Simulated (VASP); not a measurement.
# ZrS in VASP: a series of runs, part 2 of 2

VASP 6.6.1. Earlier steps stand in the parts before.

## 3. Single point, PBEsol (strain -0.030 along x and y, -0.015 along z)

File INCAR:

```
  PREC = Accurate
  ENCUT = 520
  EDIFF = 1E-7
  ISMEAR = 0
  SIGMA = 0.15
  LREAL = F
  LASPH = T
  NELM = 100
  ALGO = Normal
  ISIF = 2
  LWAVE = F
  LCHARG = F
  GGA = PS
  NBANDS = 16
```

File KPOINTS:

```
regular mesh
0
Gamma
  16 16 16
```

File POSCAR:

```
ZrS
1.0
    0.0000000000      2.5462500000      2.5856250000
    2.5462500000      0.0000000000      2.5856250000
    2.5462500000      2.5462500000      0.0000000000
Zr S
1 1
Direct
    0.0000000000      0.0000000000      0.0000000000
    0.5000000000      0.5000000000      0.5000000000
```

Potentials or basis: VASP PAW PBE potentials, release 64 (Zr_sv, S).

Command:

```console
cat potpaw_PBE.64/Zr_sv/POTCAR potpaw_PBE.64/S/POTCAR > POTCAR
mpirun -np 1 vasp_std > vasp.out
```

OUTCAR:

```text
PREC = Accurate
   ENCUT = 520
   EDIFF = 1E-7
   ISMEAR = 0
   LREAL = F
   LASPH = T
   NELM = 100
   ISIF = 2
   GGA = PS

 ion  position               nearest neighbor table
   1  0.000  0.000  0.000-   2 2.55   2 2.55   2 2.55   2 2.55   2 2.59   2 2.59
   2  0.500  0.500  0.500-   1 2.55   1 2.55   1 2.55   1 2.55   1 2.59   1 2.59

  LATTYP: Found a body centered tetragonal cell.
 ALAT       =     3.6009412832
 C/A-ratio  =     1.4360828443

  Lattice vectors:

 A1 = (  -2.5462500000,   0.0000000000,   2.5856250000)
 A2 = (   2.5462500000,   0.0000000000,   2.5856250000)
 A3 = (   0.0000000000,   2.5462500000,  -2.5856250000)

Analysis of symmetry for initial positions (statically):
=====================================================================
 Subroutine PRICEL returns:
 Original cell was already a primitive cell.

 Routine SETGRP: Setting up the symmetry group for a
 body centered tetragonal supercell.

 Subroutine GETGRP returns: Found 16 space group operations
 (whereof 16 operations were pure point group operations)
 out of a pool of 16 trial point group operations.

The static configuration has the point symmetry D_4h.

Analysis of symmetry for dynamics (positions and initial velocities):
=====================================================================
 Subroutine PRICEL returns:
 Original cell was already a primitive cell.

 Routine SETGRP: Setting up the symmetry group for a
 body centered tetragonal supercell.

 Subroutine GETGRP returns: Found 16 space group operations
 (whereof 16 operations were pure point group operations)
 out of a pool of 16 trial point group operations.

The dynamic configuration has the point symmetry D_4h.

 Subroutine INISYM returns: Found 16 space group operations
 (whereof 16 operations are pure point group operations),
 and found     1 'primitive' translations

----------------------------------------------------------------------------------------

[... 105 lines left out ...]
   EMIN   =  10.00;   EMAX   =-10.00  energy-range for DOS
   EFERMI =   0.00;   METHOD = LEGACY
   ISMEAR =     0;   SIGMA  =   0.15  broadening in eV -4-tet -1-fermi 0-gaus
   EFERMI_NEDOS =   21; number of points for ismear=-14 and -15
   IALGO  =     38    algorithm
   IMIX   =      4    mixing-type and parameters
     AMIX     =   0.40;   BMIX     =  1.00
     AMIX_MAG =   1.60;   BMIX_MAG =  1.00
  volume/ion in A,a.u.               =      16.76       113.13
  Fermi-wavevector in a.u.,A,eV,Ry     =   1.330556  2.514386 24.087469  1.770379
  Thomas-Fermi vector in A             =   2.459634
   LORBIT       =      0    0 simple, 1 ext, 2 COOP (PROOUT), +10 PAW based schemes
   GGA     = PS    functional components
   LHFCALC =     F    Hartree Fock is set to
   AEXX    =    0.0000 exact exchange contribution
   IVDW    =     0    specifies the selected vdW correction
   LEPSILON=     F    determine dielectric tensor
   LRPA    =     F    only Hartree local field effects (RPA)
 non-spin polarized calculation
 Gauss-broadening in eV      SIGMA  =   0.15
  energy-cutoff  :      520.00
  volume of cell :       33.53
 maximum number of plane-waves:       926
   NGX = 13   NGY = 13   NGZ = 13

 number of electron      17.9999999 magnetization

 Free energy of the ion-electron system (eV)
  ---------------------------------------------------
  ext. energy  EPLUGINS =         0.00000000
  ---------------------------------------------------
  free energy    TOTEN  =       -16.50056988 eV

  energy without entropy =      -16.48822006  energy(sigma->0) =      -16.49439497

 E-fermi :  11.5703     XC(G=0): -11.8290

 val. band max:       11.5629781809   @ k =   0.5000   0.1875   0.1250
 cond. band min:      11.5709574262   @ k =   0.1875   0.1250   0.0625
 fundamental gap:      0.0079792453
 Fermi energy:        11.5702922304

 k-point     1 :       0.0000    0.0000    0.0000
  band No.  band energies     occupation
      1     -38.1430      2.00000
      2     -16.1490      2.00000
      3     -16.1490      2.00000
      4     -16.1354      2.00000
      5      -4.6021      2.00000
      6       8.0080      2.00000
[... 433 lines left out ...]
      3     -16.1493      2.00000
      4     -16.1464      2.00000
      5      -4.4424      2.00000
      6       7.1584      2.00000
[... 8 lines left out ...]
     15      19.2074      0.00000
     16      23.6996      0.00000

 [... further k-points ...]
[... 5 lines left out ...]
  --------------------------------------------------------------------------------------
  -------------------------------------------------------------------------------------
  Total        1.3335234      1.3335234      0.2573047      0.0000000     -0.0000000     -0.0000000
  in kB       63.7255537     63.7255537     12.2959094      0.0000000     -0.0000000     -0.0000000
  external PRESSURE =      46.5823389 kB  Pullay stress =       0.0000000 kB

 VOLUME and BASIS-vectors are now :
 -----------------------------------------------------------------------------
  energy-cutoff  :      520.00
  volume of cell :       33.53
      direct lattice vectors                 reciprocal lattice vectors
     0.000000000  2.546250000  2.585625000    -0.196367207  0.196367207  0.193376843
     2.546250000  0.000000000  2.585625000     0.196367207 -0.196367207  0.193376843
     2.546250000  2.546250000  0.000000000     0.196367207  0.196367207 -0.193376843

 POSITION                                       TOTAL-FORCE (eV/Angst)
 -----------------------------------------------------------------------------------
      0.00000      0.00000      0.00000        -0.000000      0.000000      0.000000
      2.54625      2.54625      2.58562         0.000000     -0.000000      0.000000
 -----------------------------------------------------------------------------------
    total drift:                                0.000000      0.000000      0.000000

  FREE ENERGIE OF THE ION-ELECTRON SYSTEM (eV)
  ---------------------------------------------------
  free  energy   TOTEN  =       -16.5005698834 eV

  energy  without entropy=      -16.4882200620  energy(sigma->0) =      -16.49439497
```

stdout:

```text
POSCAR found type information on POSCAR ZrS
 POSCAR found :  2 types and       2 ions
 scaLAPACK will be used
 -----------------------------------------------------------------------------
|                                                                             |
|                                                                             |
|     You enforced a specific xc type in the INCAR file but a different       |
|     I HOPE YOU KNOW WHAT YOU ARE DOING!                                     |
|                                                                             |
 -----------------------------------------------------------------------------

 LDA part: xc-table for (Slater+PW92), standard interpolation
 POSCAR, INCAR and KPOINTS ok, starting setup
 FFT: planning ... GRIDC
 FFT: planning ... GRID_SOFT
 FFT: planning ... GRID
 WAVECAR not read
 entering main loop
```

It took 2.6 min on 1 thread of Intel Xeon Platinum 8259CL at 2.50GHz (Skylake/Cascade Lake), shared host; peak memory 0.3 GiB.

What came out:

| Quantity | Value |
| --- | --- |
| Free energy | -16.5006 eV |
| Pressure | 4.7 GPa |
| Band gap on the k mesh | zero (bands 9 and 10 overlap by 3.10 eV) |

Caveat: the cell differs from its parent crystal (strain -0.030 along x and y, -0.015 along z); the cell stands under pressure; the PAW data sets were made with another functional, which shifts forces and pressure a little.

## 4. Single point, PBEsol (strain -0.030 along x and y, +0.000 along z)

File INCAR:

```
SYSTEM = ZrS
  PREC = Accurate
  ENCUT = 520
  EDIFF = 1E-7
  ISMEAR = 0
  SIGMA = 0.15
  LREAL = .False.
  LASPH = .True.
  NELM = 100
  ALGO = Normal
  ISIF = 2
  LWAVE = .False.
  LCHARG = .False.
  GGA = PS
  NBANDS = 16
```

File KPOINTS:

```
Automatic mesh
0
Gamma
  16 16 16
  0 0 0
```

File POSCAR:

```
ZrS
1.0
    0.0000000000      2.5462500000      2.6250000000
    2.5462500000      0.0000000000      2.6250000000
    2.5462500000      2.5462500000      0.0000000000
Zr S
1 1
Direct
    0.0000000000      0.0000000000      0.0000000000
    0.5000000000      0.5000000000      0.5000000000
```

Potentials or basis: VASP PAW PBE potentials, release 64 (Zr_sv, S).

Command:

```console
cat potpaw_PBE.64/Zr_sv/POTCAR potpaw_PBE.64/S/POTCAR > POTCAR
mpirun -np 1 vasp_std > vasp.out
```

OUTCAR:

```text
SYSTEM = ZrS
   PREC = Accurate
   ENCUT = 520
   EDIFF = 1E-7
   ISMEAR = 0
   LREAL = .False.
   LASPH = .True.
   NELM = 100
   ISIF = 2
   GGA = PS

 ion  position               nearest neighbor table
   1  0.000  0.000  0.000-   2 2.55   2 2.55   2 2.55   2 2.55   2 2.62   2 2.62
   2  0.500  0.500  0.500-   1 2.55   1 2.55   1 2.55   1 2.55   1 2.62   1 2.62

  LATTYP: Found a body centered tetragonal cell.
 ALAT       =     3.6009412832
 C/A-ratio  =     1.4579521262

  Lattice vectors:

 A1 = (  -2.5462500000,   0.0000000000,   2.6250000000)
 A2 = (   2.5462500000,   0.0000000000,   2.6250000000)
 A3 = (   0.0000000000,   2.5462500000,  -2.6250000000)

[... 625 lines left out ...]
      6       6.9801      2.00000
[... 8 lines left out ...]
     15      19.0057      0.00000
     16      23.4341      0.00000

 [... further k-points ...]
[... 5 lines left out ...]
  --------------------------------------------------------------------------------------
  -------------------------------------------------------------------------------------
  Total        1.1843464      1.1843464     -0.7823893      0.0000000      0.0000000     -0.0000000
  in kB       55.7478284     55.7478284    -36.8274890      0.0000000      0.0000000     -0.0000000
  external PRESSURE =      24.8893892 kB  Pullay stress =       0.0000000 kB

 VOLUME and BASIS-vectors are now :
 -----------------------------------------------------------------------------
  energy-cutoff  :      520.00
  volume of cell :       34.04
      direct lattice vectors                 reciprocal lattice vectors
     0.000000000  2.546250000  2.625000000    -0.196367207  0.196367207  0.190476190
     2.546250000  0.000000000  2.625000000     0.196367207 -0.196367207  0.190476190
     2.546250000  2.546250000  0.000000000     0.196367207  0.196367207 -0.190476190

 POSITION                                       TOTAL-FORCE (eV/Angst)
 -----------------------------------------------------------------------------------
      0.00000      0.00000      0.00000         0.000000     -0.000000      0.000000
      2.54625      2.54625      2.62500        -0.000000      0.000000     -0.000000
 -----------------------------------------------------------------------------------
    total drift:                                0.000000      0.000000      0.000000

  FREE ENERGIE OF THE ION-ELECTRON SYSTEM (eV)
  ---------------------------------------------------
  free  energy   TOTEN  =       -16.4967048104 eV

  energy  without entropy=      -16.4841355308  energy(sigma->0) =      -16.49042017
```

OSZICAR:

```text
N       E                     dE             d eps       ncg     rms          rms(c)
DAV:   1     0.122760545205E+03    0.12276E+03   -0.96466E+03 11176   0.110E+03
DAV:   2    -0.122238134539E+02   -0.13498E+03   -0.12980E+03 14720   0.283E+02
DAV:   3    -0.172888721043E+02   -0.50651E+01   -0.50189E+01 17200   0.488E+01
DAV:   4    -0.173764295130E+02   -0.87557E-01   -0.87523E-01 14224   0.590E+00
DAV:   5    -0.173780009738E+02   -0.15715E-02   -0.15714E-02 16520   0.633E-01    0.177E+01
DAV:   6    -0.165376423298E+02    0.84036E+00   -0.17734E+00 13952   0.953E+00    0.814E+00
DAV:   7    -0.165022466148E+02    0.35396E-01   -0.19742E-01 16264   0.292E+00    0.310E+00
DAV:   8    -0.164973118487E+02    0.49348E-02   -0.28191E-02 13144   0.113E+00    0.404E-01
DAV:   9    -0.164968369938E+02    0.47485E-03   -0.42167E-03 13432   0.398E-01    0.174E-01
DAV:  10    -0.164967240467E+02    0.11295E-03   -0.48769E-04 14024   0.213E-01    0.587E-02
DAV:  11    -0.164967048932E+02    0.19154E-04   -0.69842E-05 14336   0.523E-02    0.348E-02
DAV:  12    -0.164967047021E+02    0.19104E-06   -0.31317E-06 15008   0.120E-02    0.282E-03
DAV:  13    -0.164967048453E+02   -0.14314E-06   -0.62077E-07 15536   0.652E-03    0.519E-03
DAV:  14    -0.164967048104E+02    0.34871E-07   -0.64291E-08  7256   0.232E-03
   1 F= -.16496705E+02 E0= -.16490420E+02  d E =-.125693E-01
```

Run time: 2.5 min. Hardware: 1 thread of Intel Xeon Platinum 8259CL at 2.50GHz (Skylake/Cascade Lake), shared host; peak memory 0.3 GiB.

What came out:

```
Free energy            : -16.4967 eV
Pressure               : 2.5 GPa
Band gap on the k mesh : zero (bands 9 and 10 overlap by 2.94 eV)
```

Stress tensor (GPa, compression positive):
```
 5.57  0.00  0.00
 0.00  5.57  0.00
 0.00  0.00 -3.68
```

Caveat: the cell differs from its parent crystal (strain -0.030 along x and y, +0.000 along z); the PAW data sets were made with another functional, which shifts forces and pressure a little.

## 5. The runs side by side

| cell | gap on the mesh (eV) | pressure (GPa) |
| --- | --- | --- |
| a = 3.824 Å, angles 60.0°, 2 atoms | none | -14.8 |
| a = 3.629, b = 3.629, c = 3.601 Å, angles 60.3, 60.3, 59.5°, 2 atoms | none | 4.7 |
| a = 3.657, b = 3.657, c = 3.601 Å, angles 60.5, 60.5, 59.0°, 2 atoms | none | 2.5 |

Alike in all rows: task single point; level PBEsol; potentials or basis VASP PAW PBE potentials, release 64 (Zr_sv, S); no spin polarisation; k mesh 16 × 16 × 16; cutoff (eV) 520; smearing gaussian 0.15 eV.

Caveats: the PAW data sets were made with another functional, which shifts forces and pressure a little; the cell stands under tension (at least some runs); the cell stands under pressure (at least some runs).

Absolute energies hang on the potentials; compare differences alone.
